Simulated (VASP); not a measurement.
Here is a VASP 6.6.1 calculation.

The input INCAR:

```
PREC = Accurate
ENCUT = 520
EDIFF = 1E-6
ISMEAR = -1
SIGMA = 0.08
LREAL = False
LASPH = True
NELM = 60
ALGO = Normal
ISIF = 2
LWAVE = False
LCHARG = False
NBANDS = 18
```

File KPOINTS:

```
Automatic mesh
0
Gamma
  10 10 10
```

The input POSCAR:

```
BiTe
1.0
    0.0323500000      3.2511750000      3.2511750000
    3.2511750000      0.0323500000      3.2511750000
    3.2511750000      3.2511750000      0.0323500000
Bi Te
1 1
Direct
    0.0000000000      0.0000000000      0.0000000000
    0.5000000000      0.5000000000      0.5000000000
```

Potentials or basis: VASP PAW LDA potentials, release 64 (Bi_d, Te).

Launch:

```sh
$ cat potpaw_LDA.64/Bi_d/POTCAR potpaw_LDA.64/Te/POTCAR > POTCAR
$ mpirun -np 1 vasp_std > vasp.out
```

Problem. Estimate the pressure.

Solution. -2.8 GPa.

Caveat: the cell differs from its parent crystal (equal xy, yz and zx shear strains of +1 %).
